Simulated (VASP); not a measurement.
# Pb (Fd-3m) in VASP: settings compared

Pb is run at these levels: PBE-based screened hybrid with 25 % exact exchange, HSE06; tasks: single point.

All numbers are computed with VASP 6.6.1; they aren't measurements. Logs are shortened: lines on timing, memory, paths and dates and some standing lists are left out, and cuts for length are marked.

### Step 1. The cell of the first run

Symmetry: Fd-3m, No. 227, cubic system. Conventional cell: a = 6.878 Å, b = 6.878 Å, c = 6.878 Å, α = 90.00°, β = 90.00°, γ = 90.00°. Pb (site symmetry -43m) has 4 Pb at 2.98 Å within 3.9 Å.

This isn't the form of Pb at room conditions, which is fcc.

### Step 2. Single point, PBE-based screened hybrid with 25 % exact exchange

File POSCAR:

```
Pb
1.0
    0.0000000000      3.4390000555      3.4390000555
    3.4390000555      0.0000000000      3.4390000555
    3.4390000555      3.4390000555      0.0000000000
Pb
2
Direct
    0.2500000000      0.2500000000      0.2500000000
    0.0000000000      0.0000000000      0.0000000000
```

File INCAR.step1:

```
PREC = Accurate ; ENCUT = 520
EDIFF = 1E-5 ; ISMEAR = -1
SIGMA = 0.05 ; LREAL = F
LASPH = T ; NELM = 100
ALGO = Normal ; ISIF = 2
LWAVE = T ; NBANDS = 21
GGA = PE
```

File INCAR.step2:

```
PREC = Accurate ; ENCUT = 520
EDIFF = 1E-6 ; ISMEAR = -1
SIGMA = 0.05 ; LREAL = F
LASPH = T ; NELM = 100
ALGO = Normal ; ISIF = 2
LWAVE = F ; LCHARG = T
GGA = PE ; LHFCALC = T
AEXX = 0.25 ; HFSCREEN = 0.3
PRECFOCK = Normal ; LELF = T
LVHAR = T ; NBANDS = 21
ISTART = 1
```

File KPOINTS:

```
regular mesh
0
Gamma
  4 4 4
```

Potentials or basis: VASP PAW PBE potentials, release 64 (Pb_d).

Run with:

```sh
cat potpaw_PBE.64/Pb_d/POTCAR > POTCAR
cp INCAR.step1 INCAR
mpirun -np 1 vasp_std > vasp.out
cp INCAR.step2 INCAR
mpirun -np 1 vasp_std > vasp.out
```

OUTCAR:

```text
PREC = Accurate
   ENCUT = 520
   EDIFF = 1E-6
   ISMEAR = -1
   LREAL = F
   LASPH = T
   NELM = 100
   ISIF = 2
   GGA = PE
   LHFCALC = T
   AEXX = 0.25
   HFSCREEN = 0.3
   PRECFOCK = Normal
   ISTART = 1

 ion  position               nearest neighbor table
   1  0.250  0.250  0.250-   2 2.98   2 2.98   2 2.98   2 2.98
   2  0.000  0.000  0.000-   1 2.98   1 2.98   1 2.98   1 2.98

  LATTYP: Found a face centered cubic cell.
 ALAT       =     6.8780001110

  Lattice vectors:

 A1 = (   0.0000000000,   3.4390000555,   3.4390000555)
 A2 = (   3.4390000555,   0.0000000000,   3.4390000555)
 A3 = (   3.4390000555,   3.4390000555,   0.0000000000)

Analysis of symmetry for initial positions (statically):
=====================================================================
 Subroutine PRICEL returns:
 Original cell was already a primitive cell.

 Routine SETGRP: Setting up the symmetry group for a
 face centered cubic supercell.

 Subroutine GETGRP returns: Found 48 space group operations
 (whereof 24 operations were pure point group operations)
 out of a pool of 48 trial point group operations.

The static configuration has the point symmetry T_d .
 The point group associated with its full space group is O_h .

Analysis of symmetry for dynamics (positions and initial velocities):
=====================================================================
 Subroutine PRICEL returns:
 Original cell was already a primitive cell.

 Routine SETGRP: Setting up the symmetry group for a
 face centered cubic supercell.

 Subroutine GETGRP returns: Found 48 space group operations
 (whereof 24 operations were pure point group operations)
 out of a pool of 48 trial point group operations.

The dynamic configuration has the point symmetry T_d .
 The point group associated with its full space group is O_h .

 Subroutine INISYM returns: Found 48 space group operations
 (whereof 24 operations are pure point group operations),
 and found     1 'primitive' translations

----------------------------------------------------------------------------------------

                                     Primitive cell

  volume of cell :      81.3442
[... 70 lines left out ...]
   ENCUT  =  520.0 eV  38.22 Ry    6.18 a.u.   9.04  9.04  9.04*2*pi/ulx,y,z
   NELM   =    100;   NELMIN=  2; NELMDL=  0     # of ELM steps
   EDIFF  = 0.1E-05   stopping-criterion for ELM
   LREAL  =      F    real-space projection
   EDIFFG = 0.1E-04   stopping-criterion for IOM
   NSW    =      0    number of steps for IOM
   IBRION =     -1    ionic relax: 0-MD 1-quasi-New 2-CG
   NFREE  =      0    steps in history (QN), initial steepest desc. (CG)
   ISIF   =      2    stress and relaxation
   ISYM   =      3    0-nonsym 1-usesym 2-fastsym
   POTIM  = 0.5000    time-step for ionic-motion
   TEBEG  =    0.0;   TEEND  =   0.0 temperature during run
   PSTRESS=    0.0 pullay stress
   NELECT =      28.0000    total number of electrons
   NUPDOWN=      -1.0000    fix difference up-down
   EMIN   =  10.00;   EMAX   =-10.00  energy-range for DOS
   EFERMI =   0.00;   METHOD = LEGACY
   ISMEAR =    -1;   SIGMA  =   0.05  broadening in eV -4-tet -1-fermi 0-gaus
   EFERMI_NEDOS =   21; number of points for ismear=-14 and -15
   IALGO  =     38    algorithm
   IMIX   =      1    mixing-type and parameters
     AMIX     =   0.40;   BMIX     =  1.00
     AMIX_MAG =   1.60;   BMIX_MAG =  1.00
  volume/ion in A,a.u.               =      40.67       274.47
  Fermi-wavevector in a.u.,A,eV,Ry     =   1.147322  2.168124 17.909999  1.316348
  Thomas-Fermi vector in A             =   2.284002
   LORBIT       =      0    0 simple, 1 ext, 2 COOP (PROOUT), +10 PAW based schemes
   GGA     = PE    functional components
   LHFCALC =     T    Hartree Fock is set to
   PRECFOCK=normal    Normal, Fast or Accurate (Low or Medium for compatibility)
   ENCUT4O =  -1.0   cutoff for four orbital integrals eV
   NKREDX  =     1    reduce k-point grid by
   NKREDY  =     1    reduce k-point grid by
   NKREDZ  =     1    reduce k-point grid by
   AEXX    =    0.2500 exact exchange contribution
   HFSCREEN=    0.3000 screening length (either q_TF or 0.3 A-1)
   HFSCREENC=   0.3000 screening length for correlation (either q_TF or 0.3 A-1)
   ENCUTFOCK=  -1.0 apply spherical cutoff to Coloumb kernel
   IVDW    =     0    specifies the selected vdW correction
   LEPSILON=     F    determine dielectric tensor
   LRPA    =     F    only Hartree local field effects (RPA)
 non-spin polarized calculation
  energy-cutoff  :      520.00
  volume of cell :       81.34
 maximum number of plane-waves:      2209
  NGX = 28; NGY = 28; NGZ = 28

 number of electron      28.0000001 magnetization

 Free energy of the ion-electron system (eV)
  ---------------------------------------------------
  ext. energy  EPLUGINS =         0.00000000
  ---------------------------------------------------
  free energy    TOTEN  =        -7.26526037 eV

  energy without entropy =       -7.23979688  energy(sigma->0) =       -7.25252863

 E-fermi :   3.8723     XC(G=0):  -7.1896

 val. band max:        3.8599353000   @ k =   0.2500   0.0000   0.0000
 cond. band min:       4.6095142192   @ k =   0.0000   0.0000   0.0000
 fundamental gap:      0.7495789193
 Fermi energy:         3.8723169689

 k-point     1 :       0.0000    0.0000    0.0000
  band No.  band energies     occupation
      1     -14.6695      2.00000
      2     -14.6695      2.00000
      3     -14.6695      2.00000
      4     -14.5897      2.00000
      5     -14.5897      2.00000
      6     -14.1430      2.00000
[... 181 lines left out ...]
     20      13.4532      0.00000
     21      14.5068      0.00000

------------------------ aborting loop because EDIFF is reached ----------------------------------------

  FORCE on cell =-STRESS in cart. coord.  units (eV):
  Direction    XX          YY          ZZ          XY          YZ          ZX
  --------------------------------------------------------------------------------------
  -------------------------------------------------------------------------------------
  Total        0.9467362      0.9467362      0.9467362      0.0000000      0.0000000      0.0000000
  in kB       18.6471740     18.6471740     18.6471740      0.0000000      0.0000000      0.0000000
  external PRESSURE =      18.6471740 kB  Pullay stress =       0.0000000 kB

 VOLUME and BASIS-vectors are now :
 -----------------------------------------------------------------------------
  energy-cutoff  :      520.00
  volume of cell :       81.34
      direct lattice vectors                 reciprocal lattice vectors
     0.000000000  3.439000056  3.439000056    -0.145391100  0.145391100  0.145391100
     3.439000056  0.000000000  3.439000056     0.145391100 -0.145391100  0.145391100
     3.439000056  3.439000056  0.000000000     0.145391100  0.145391100 -0.145391100

 POSITION                                       TOTAL-FORCE (eV/Angst)
 -----------------------------------------------------------------------------------
      1.71950      1.71950      1.71950         0.000000      0.000000      0.000000
      0.00000      0.00000      0.00000        -0.000000     -0.000000     -0.000000
 -----------------------------------------------------------------------------------
    total drift:                                0.000000     -0.000000      0.000000

  FREE ENERGIE OF THE ION-ELECTRON SYSTEM (eV)
  ---------------------------------------------------
  free  energy   TOTEN  =        -7.2652603677 eV

  energy  without entropy=       -7.2397968845  energy(sigma->0) =       -7.25252863
```

Wall time 21 min (1 thread of Intel Xeon Platinum 8488C (Sapphire Rapids), shared host); peak memory 0.32 GiB.

What came out:

* Free energy: -7.2653 eV
* Pressure: 1.9 GPa
* Band gap on the k mesh: zero (bands 14 and 15 overlap by 1.24 eV)

Caveat: the k points lie up to 0.40 Å⁻¹ apart, too coarse for converged energies and pressures of a metal; the PAW data sets were made with another functional, which shifts forces and pressure a little; spin-orbit coupling is left out, which moves the levels of the heavy elements.

### Step 3. Single point, HSE06

This run uses another cell than the first one, of 41.49 Å³/atom.

File POSCAR:

```
Pb
1.0
    0.0000000000      3.4617755540      3.4617755540
    3.4617755540      0.0000000000      3.4617755540
    3.4617755540      3.4617755540      0.0000000000
Pb
2
Direct
    0.2500000000      0.2500000000      0.2500000000
    0.0000000000      0.0000000000      0.0000000000
```

File INCAR.step1:

```
SYSTEM = Pb
PREC = Accurate
ENCUT = 520
EDIFF = 1E-5
ISMEAR = -1
SIGMA = 0.05
LREAL = .False.
LASPH = .True.
NELM = 100
ALGO = Normal
ISIF = 2
LWAVE = .True.
GGA = PE
NBANDS = 21
```

File INCAR.step2:

```
SYSTEM = Pb
PREC = Accurate
ENCUT = 520
EDIFF = 1E-7
ISMEAR = -1
SIGMA = 0.05
LREAL = .False.
LASPH = .True.
NELM = 100
ALGO = Normal
ISIF = 2
LWAVE = .False.
LCHARG = .True.
GGA = PE
LHFCALC = .True.
HFSCREEN = 0.2079
PRECFOCK = Normal
LELF = .True.
LVHAR = .True.
ISTART = 1
NBANDS = 21
```

File KPOINTS:

```
regular mesh
0
Gamma
  4 4 4
  0 0 0
```

Potentials or basis: VASP PAW PBE potentials, release 64 (Pb_d).

Run with:

```sh
cat potpaw_PBE.64/Pb_d/POTCAR > POTCAR
cp INCAR.step1 INCAR
mpirun -np 1 vasp_std > vasp.out
cp INCAR.step2 INCAR
mpirun -np 1 vasp_std > vasp.out
```

Wall time 63 min (1 thread of Oxide Virtual Turin-like, shared host); peak memory 0.29 GiB.

The run converged. Its results:

```yaml
Free_energy: -7.5268 eV
Pressure: 1.0 GPa
Band_gap_on_the_k_mesh: zero (bands 14 and 15 overlap by 1.25 eV)
```

Levels at points of the mesh, in eV from the Fermi level:
```csv
k point,band 12,band 13,band 14,band 15,band 16,band 17
"(0.00, 0.00, 0.00)",-3.70,0.74,0.74,0.74,3.10,3.10
"(0.50, 0.00, 0.00)",-7.37,-0.53,-0.51,-0.51,4.28,4.28
"(0.50, 0.50, 0.00)",-8.91,-1.84,-1.84,1.46,1.46,8.19
```

Caveat: the k points lie up to 0.39 Å⁻¹ apart, too coarse for converged energies and pressures of a metal; the PAW data sets were made with another functional, which shifts forces and pressure a little; spin-orbit coupling is left out, which moves the levels of the heavy elements.

The gap in the log of VASP goes by the Fermi energy; the results here count the filled bands.